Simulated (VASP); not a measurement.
**NbZn3: single point with LDA**

Crystal: NbZn3.

```
CELL_PARAMETERS angstrom
3.93400 0.00000 0.00000
0.00000 3.93400 0.00000
0.00000 0.00000 3.93400
ATOMIC_POSITIONS crystal
Nb 0.00000 0.00000 0.00000
Zn 0.00000 0.50000 0.50000
Zn 0.50000 0.00000 0.50000
Zn 0.50000 0.50000 0.00000
```

```json
{
 "Program": "VASP 6.6.1",
 "Task": "single point",
 "Functional": "LDA",
 "Potentials or basis": "VASP PAW LDA potentials, release 64 (Nb_sv, Zn)",
 "Cutoff": "520 eV",
 "k mesh": "6 × 6 × 6, shifted",
 "Occupations": "methfessel-paxton, width 0.2 eV",
 "Spin": "no spin polarisation",
 "Dipole correction": "no",
 "Further INCAR settings": "ALGO = Normal; EDIFF = 1e-06; NBANDS = 32"
}
```

| Quantity | Value |
| --- | --- |
| Pressure | -9.1 GPa |

Levels at points of the mesh, in eV from the Fermi level:
```
           k point  band 21  band 22  band 23  band 24  band 25  band 26  band 27  band 28
(0.08, 0.08, 0.08)    -1.85    -1.85    -0.61     0.36     0.36     1.58     1.58     2.02
```

It took 19 s on 1 thread of AMD EPYC 7R13, on a shared host, peak memory 0.15 GiB.
